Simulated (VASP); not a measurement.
# Ni: single point with PBEsol

The system is Ni, a slab with vacuum.

```
Ni
1.0
     2.44836    0.00000    0.00000
     1.22418    2.12034    0.00000
     0.00000    0.00000   35.99445
Ni
7
Direct
  0.00000 0.00000 0.33338
  0.33333 0.33333 0.38892
  0.66667 0.66667 0.44446
  0.00000 0.00000 0.50000
  0.33333 0.33333 0.55554
  0.66667 0.66667 0.61108
  0.00000 0.00000 0.66662
```

```yaml
Program: VASP 6.6.1
Task: single point
Functional: PBEsol
Potentials_or_basis: VASP PAW PBE potentials, release 64 (Ni)
Cutoff: 520 eV
k_mesh: 15 × 15 × 1
Occupations: methfessel-paxton, width 0.1 eV
Spin: collinear spin, ferromagnetic start
Starting_moments: "[0.8, 0.8, 0.8, 0.8, 0.8, 0.8, 0.8] μB"
```

The largest force is 0.182 eV/Å, the net moment is 4.62 μB per cell and the site moments are Ni +0.69, +0.64, +0.63 (each value once) μB. The valence electrons inside the program's atomic spheres are Ni 9.24, 9.39, 9.40 (each value once).

Forces in eV/Å, atoms in the order of the input:
```
Ni   0.000  0.000  0.182
Ni   0.000  0.000 -0.149
Ni   0.000  0.000 -0.039
Ni   0.000  0.000  0.000
Ni   0.000  0.000  0.039
Ni   0.000  0.000  0.149
Ni   0.000  0.000 -0.182
```

Levels at points of the mesh, in eV from the Fermi level:
Spin up:
```
           k point  band 35  band 36  band 37  band 38  band 39  band 40  band 41  band 42
(0.00, 0.00, 0.00)    -1.11    -0.86    -0.86    -0.69    -0.69    -0.62    -0.62    -0.29
```
Spin down:
| k point | band 30 | band 31 | band 32 | band 33 | band 34 | band 35 |
| --- | --- | --- | --- | --- | --- | --- |
| (0.00, 0.00, 0.00) | -0.71 | -0.71 | -0.59 | -0.59 | -0.40 | -0.40 |

Run time: 48 min on 1 thread of Intel Xeon 8259CL (shared host), peak memory 0.56 GiB.

Caveat: the PAW data sets were made with another functional, which shifts forces and pressure a little.
